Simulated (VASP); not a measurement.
# ScSi2 (P6_3/mmc) in VASP: single point with PBE

Aim: the single point of ScSi2 with PBE.

Everything below comes from runs of VASP 6.6.1. Logs are shortened: lines on timing, memory, paths and dates and some standing lists are left out, and cuts for length are marked.

### Step 1. The cell of the first run

It takes space group P6_3/mmc (No. 194, hexagonal). The conventional cell has a = 4.448 Å, b = 4.448 Å, c = 5.549 Å, α = 90.00°, β = 90.00°, γ = 120.00°. Sc (site symmetry -6m2) has 11 Si at 2.57 to 2.92 Å within 3.4 Å. Within 3.4 Å of Si (site symmetry -6m2) lie 5 Sc at 2.57 to 2.77 Å and 6 Si at 2.92 Å. Si (site symmetry -3m) has 8 Si at 2.77 to 2.92 Å and 6 Sc at 2.92 Å within 3.7 Å.

The cell was built from a structure type or drawn by symmetry, and may not be a known phase.

### Step 2. Single point, PBE

Input file INCAR:

```
  PREC = Accurate
  ENCUT = 520
  EDIFF = 1E-6
  ISMEAR = 0
  SIGMA = 0.1
  LREAL = False
  LASPH = True
  NELM = 80
  ALGO = Normal
  ISIF = 2
  LWAVE = False
  LCHARG = False
  GGA = PE
  NBANDS = 28
```

Input file KPOINTS:

```
regular mesh
0
Gamma
  6 6 4
```

Input file POSCAR:

```
ScSi2
1.0
    4.4483208900      0.0000000000      0.0000000000
   -2.2241604500      3.8523589000      0.0000000000
    0.0000000000      0.0000000000      5.5490723000
Sc Si
2 4
Direct
    0.3333333300      0.6666666700      0.2500000000
    0.6666666700      0.3333333300      0.7500000000
    0.3333333300      0.6666666700      0.7500000000
    0.6666666700      0.3333333300      0.2500000000
    0.0000000000      0.0000000000      0.0000000000
    0.0000000000      0.0000000000      0.5000000000
```

Potentials or basis: VASP PAW PBE potentials, release 64 (Sc_sv, Si).

Command:

```sh
$ cat potpaw_PBE.64/Sc_sv/POTCAR potpaw_PBE.64/Si/POTCAR > POTCAR
$ mpirun -np 1 vasp_std > vasp.out
```

OUTCAR:

```text
PREC = Accurate
   ENCUT = 520
   EDIFF = 1E-6
   ISMEAR = 0
   LREAL = False
   LASPH = True
   NELM = 80
   ISIF = 2
   GGA = PE

 ion  position               nearest neighbor table
   1  0.333  0.667  0.250-   4 2.57   4 2.57   4 2.57   3 2.77   3 2.77   5 2.92   6 2.92   6 2.92
                             5 2.92   6 2.92   5 2.92
   2  0.667  0.333  0.750-   3 2.57   3 2.57   3 2.57   4 2.77   4 2.77   5 2.92   6 2.92   5 2.92
                             6 2.92   5 2.92   6 2.92
   3  0.333  0.667  0.750-   2 2.57   2 2.57   2 2.57   1 2.77   1 2.77   5 2.92   6 2.92   6 2.92
                             5 2.92   6 2.92   5 2.92
   4  0.667  0.333  0.250-   1 2.57   1 2.57   1 2.57   2 2.77   2 2.77   5 2.92   6 2.92   5 2.92
                             6 2.92   5 2.92   6 2.92
   5  0.000  0.000  0.000-   6 2.77   6 2.77   3 2.92   4 2.92   1 2.92   2 2.92   2 2.92   4 2.92
                             1 2.92   3 2.92   2 2.92   4 2.92   1 2.92   3 2.92
   6  0.000  0.000  0.500-   5 2.77   5 2.77   3 2.92   4 2.92   1 2.92   2 2.92   2 2.92   4 2.92
                             1 2.92   3 2.92   2 2.92   4 2.92   1 2.92   3 2.92

  LATTYP: Found a hexagonal cell.
 ALAT       =     4.4483208900
 C/A-ratio  =     1.2474532385

  Lattice vectors:

 A1 = (   4.4483208900,   0.0000000000,   0.0000000000)
 A2 = (  -2.2241604500,   3.8523589000,   0.0000000000)
 A3 = (   0.0000000000,   0.0000000000,   5.5490723000)

Analysis of symmetry for initial positions (statically):
=====================================================================
 Subroutine PRICEL returns:
 Original cell was already a primitive cell.

 Routine SETGRP: Setting up the symmetry group for a
 hexagonal supercell.

 Subroutine GETGRP returns: Found 24 space group operations
 (whereof 12 operations were pure point group operations)
 out of a pool of 24 trial point group operations.

The static configuration has the point symmetry D_3d.
 The point group associated with its full space group is D_6h.

Analysis of symmetry for dynamics (positions and initial velocities):
=====================================================================
 Subroutine PRICEL returns:
 Original cell was already a primitive cell.

 Routine SETGRP: Setting up the symmetry group for a
 hexagonal supercell.

 Subroutine GETGRP returns: Found 24 space group operations
 (whereof 12 operations were pure point group operations)
 out of a pool of 24 trial point group operations.

The dynamic configuration has the point symmetry D_3d.
 The point group associated with its full space group is D_6h.

 Subroutine INISYM returns: Found 24 space group operations
 (whereof 12 operations are pure point group operations),
 and found     1 'primitive' translations

----------------------------------------------------------------------------------------

                                     Primitive cell

  volume of cell :      95.0918

  direct lattice vectors                    reciprocal lattice vectors
     4.448320890  0.000000000  0.000000000     0.224803926  0.129790607  0.000000000
    -2.224160450  3.852358900  0.000000000     0.000000000  0.259581214  0.000000000
     0.000000000  0.000000000  5.549072300     0.000000000  0.000000000  0.180210303

  length of vectors
     4.448320890  4.448320897  5.549072300     0.259581214  0.259581214  0.180210303

  position of ions in fractional coordinates (direct lattice)
     0.333333330  0.666666670  0.250000000
     0.666666670  0.333333330  0.750000000
     0.333333330  0.666666670  0.750000000
     0.666666670  0.333333330  0.250000000
     0.000000000  0.000000000  0.000000000
     0.000000000  0.000000000  0.500000000

  ion indices of the primitive-cell ions
   primitive index   ion index
                 1           1
                 2           2
                 3           3
                 4           4
                 5           5
                 6           6

----------------------------------------------------------------------------------------

 KPOINTS: regular mesh

Automatic generation of k-mesh.
 Grid dimensions read from file:
 generate k-points for:    6    6    4

 Generating k-lattice:

  Cartesian coordinates                     Fractional coordinates (reciprocal lattice)
     0.037467321  0.021631768  0.000000000     0.166666667 -0.000000000  0.000000000
     0.000000000  0.043263536  0.000000000     0.000000000  0.166666667  0.000000000
     0.000000000  0.000000000  0.045052576     0.000000000  0.000000000  0.250000000

  Length of vectors
     0.043263536  0.043263536  0.045052576

  Shift w.r.t. Gamma in fractional coordinates (k-lattice)
     0.000000000  0.000000000  0.000000000

 Subroutine IBZKPT returns following result:
 ===========================================

 Found     21 irreducible k-points:

 Following reciprocal coordinates:
            Coordinates               Weight
  0.000000  0.000000  0.000000      1.000000
  0.166667 -0.000000  0.000000      6.000000
  0.333333  0.000000  0.000000      6.000000
  0.500000 -0.000000  0.000000      3.000000
  0.166667  0.166667  0.000000      6.000000
  0.333333  0.166667  0.000000     12.000000
[... 13 lines left out ...]
  0.333333  0.166667  0.500000     12.000000
  0.333333  0.333333  0.500000      2.000000
   k-points           NKPTS =     21   k-points in BZ     NKDIM =     21   number of bands    NBANDS=     28
   number of dos      NEDOS =    301   number of ions     NIONS =      6
   total plane-waves  NPLWV =  54432
   dimension x,y,z NGX =    36 NGY =   36 NGZ =   42
   dimension x,y,z NGXF=    72 NGYF=   72 NGZF=   84
   ions per type =               2   4
   NGX,Y,Z   is equivalent  to a cutoff of  13.45, 13.45, 12.58 a.u.
   NGXF,Y,Z  is equivalent  to a cutoff of  26.91, 26.91, 25.17 a.u.
 SYSTEM =  unknown system
   PREC   = accura    normal or accurate (medium, high low for compatibility)
   ISTART =      0    job   : 0-new  1-cont  2-samecut
   ICHARG =      2    charge: 1-file 2-atom 10-const
   ISPIN  =      1    spin polarized calculation?
   LNONCOLLINEAR =      F non collinear calculations
   LSORBIT =      F    spin-orbit coupling
   LASPH  =      T    aspherical Exc in radial PAW
   ENCUT  =  520.0 eV  38.22 Ry    6.18 a.u.   8.27  8.27 10.32*2*pi/ulx,y,z
   NELM   =     80;   NELMIN=  2; NELMDL= -5     # of ELM steps
   EDIFF  = 0.1E-05   stopping-criterion for ELM
   LREAL  =      F    real-space projection
   EDIFFG = 0.1E-04   stopping-criterion for IOM
   NSW    =      0    number of steps for IOM
   IBRION =     -1    ionic relax: 0-MD 1-quasi-New 2-CG
   NFREE  =      0    steps in history (QN), initial steepest desc. (CG)
   ISIF   =      2    stress and relaxation
   ISYM   =      2    0-nonsym 1-usesym 2-fastsym
   POTIM  = 0.5000    time-step for ionic-motion
   TEBEG  =    0.0;   TEEND  =   0.0 temperature during run
   PSTRESS=    0.0 pullay stress
   NELECT =      38.0000    total number of electrons
   NUPDOWN=      -1.0000    fix difference up-down
   EMIN   =  10.00;   EMAX   =-10.00  energy-range for DOS
   EFERMI =   0.00;   METHOD = LEGACY
   ISMEAR =     0;   SIGMA  =   0.10  broadening in eV -4-tet -1-fermi 0-gaus
   EFERMI_NEDOS =   21; number of points for ismear=-14 and -15
   IALGO  =     38    algorithm
   IMIX   =      4    mixing-type and parameters
     AMIX     =   0.40;   BMIX     =  1.00
     AMIX_MAG =   1.60;   BMIX_MAG =  1.00
  volume/ion in A,a.u.               =      15.85       106.95
  Fermi-wavevector in a.u.,A,eV,Ry     =   1.205836  2.278700 19.783425  1.454041
  Thomas-Fermi vector in A             =   2.341521
   LORBIT       =      0    0 simple, 1 ext, 2 COOP (PROOUT), +10 PAW based schemes
   GGA     = PE    functional components
   LHFCALC =     F    Hartree Fock is set to
   AEXX    =    0.0000 exact exchange contribution
   IVDW    =     0    specifies the selected vdW correction
   LEPSILON=     F    determine dielectric tensor
   LRPA    =     F    only Hartree local field effects (RPA)
 non-spin polarized calculation
 Gauss-broadening in eV      SIGMA  =   0.10
  energy-cutoff  :      520.00
  volume of cell :       95.09
 maximum number of plane-waves:      2583
 NGX is ok and might be reduce to    36
   NGX = 17   NGY = 17   NGZ = 21

 number of electron      38.0000008 magnetization

 Free energy of the ion-electron system (eV)
  ---------------------------------------------------
  ext. energy  EPLUGINS =         0.00000000
  ---------------------------------------------------
  free energy    TOTEN  =       -34.28651606 eV

  energy without entropy =      -34.26428715  energy(sigma->0) =      -34.27540160

 E-fermi :   8.2946     XC(G=0): -11.1402

 val. band max:        8.2813332419   @ k =   0.5000  -0.0000   0.2500
 cond. band min:       8.3375405614   @ k =   0.1667   0.1667   0.0000
 fundamental gap:      0.0562073195
 Fermi energy:         8.2945827313

 k-point     1 :       0.0000    0.0000    0.0000
  band No.  band energies     occupation
      1     -40.7478      2.00000
      2     -40.7362      2.00000
      3     -19.5199      2.00000
      4     -19.5199      2.00000
      5     -19.4886      2.00000
      6     -19.4886      2.00000
[... 20 lines left out ...]
     27      10.8094      0.00000
     28      10.8094      0.00000

 k-point     2 :       0.1667   -0.0000    0.0000
  band No.  band energies     occupation
      1     -40.7469      2.00000
      2     -40.7367      2.00000
      3     -19.5258      2.00000
      4     -19.5236      2.00000
      5     -19.4964      2.00000
      6     -19.4879      2.00000
[... 20 lines left out ...]
     27      10.6245      0.00000
     28      10.9996      0.00000

 k-point     3 :       0.3333    0.0000    0.0000
  band No.  band energies     occupation
      1     -40.7446      2.00000
      2     -40.7380      2.00000
      3     -19.5388      2.00000
      4     -19.5304      2.00000
      5     -19.5108      2.00000
      6     -19.4872      2.00000
[... 523 lines left out ...]
      3     -19.5417      2.00000
      4     -19.5417      2.00000
      5     -19.5149      2.00000
      6     -19.5149      2.00000
[... 20 lines left out ...]
     27      12.3031      0.00000
     28      12.3031      0.00000

 k-point    21 :       0.3333    0.3333    0.5000
  band No.  band energies     occupation
      1     -40.7409      2.00000
      2     -40.7409      2.00000
      3     -19.5405      2.00000
      4     -19.5405      2.00000
      5     -19.5219      2.00000
      6     -19.5219      2.00000
[... 20 lines left out ...]
     27      11.9955      0.00000
     28      11.9955      0.00000

------------------------ aborting loop because EDIFF is reached ----------------------------------------

  FORCE on cell =-STRESS in cart. coord.  units (eV):
  Direction    XX          YY          ZZ          XY          YZ          ZX
  --------------------------------------------------------------------------------------
  -------------------------------------------------------------------------------------
  Total        7.9624494      7.9624495     -0.4567148     -0.0000000     -0.0000000      0.0000000
  in kB      134.1572162    134.1572165     -7.6950674     -0.0000002     -0.0000000      0.0000000
  external PRESSURE =      86.8731217 kB  Pullay stress =       0.0000000 kB

 VOLUME and BASIS-vectors are now :
 -----------------------------------------------------------------------------
  energy-cutoff  :      520.00
  volume of cell :       95.09
      direct lattice vectors                 reciprocal lattice vectors
     4.448320890  0.000000000  0.000000000     0.224803926  0.129790607  0.000000000
    -2.224160450  3.852358900  0.000000000     0.000000000  0.259581214  0.000000000
     0.000000000  0.000000000  5.549072300     0.000000000  0.000000000  0.180210303

 POSITION                                       TOTAL-FORCE (eV/Angst)
 -----------------------------------------------------------------------------------
     -0.00000      2.56824      1.38727        -0.000000     -0.000000      0.000000
      2.22416      1.28412      4.16180        -0.000000      0.000000      0.000000
     -0.00000      2.56824      4.16180         0.000000      0.000000      0.000000
      2.22416      1.28412      1.38727         0.000000      0.000000      0.000000
      0.00000      0.00000      0.00000         0.000000      0.000000      0.000000
      0.00000      0.00000      2.77454         0.000000      0.000000      0.000000
 -----------------------------------------------------------------------------------
    total drift:                               -0.000004      0.000002      0.000000

  FREE ENERGIE OF THE ION-ELECTRON SYSTEM (eV)
  ---------------------------------------------------
  free  energy   TOTEN  =       -34.2865160611 eV

  energy  without entropy=      -34.2642871455  energy(sigma->0) =      -34.27540160
```

Wall time 2.8 min (1 thread of Intel Xeon 8259CL, shared host); peak memory 0.24 GiB.

Results:

* Free energy: -34.2865 eV
* Pressure: 8.7 GPa
* Band gap on the k mesh: zero (bands 19 and 20 overlap by 1.50 eV)

Levels at points of the mesh, in eV from the Fermi level:
```
           k point  band 15  band 16  band 17  band 18  band 19  band 20  band 21  band 22  band 23  band 24
(0.00, 0.00, 0.00)    -2.76    -2.76    -1.80    -0.30    -0.30    -0.07    -0.07     1.35     1.44     1.53
(0.50, 0.00, 0.00)    -4.07    -2.18    -1.22    -0.88    -0.65    -0.15     0.24     1.67     1.97     2.47
(0.00, 0.00, 0.50)    -3.66    -3.66    -2.33    -2.33     0.36     0.36     0.36     0.36     1.89     1.89
(0.50, 0.00, 0.50)    -3.59    -3.59    -1.03    -1.03     0.27     0.27     0.50     0.50     2.23     2.23
```

Caveat: the cell stands under pressure.
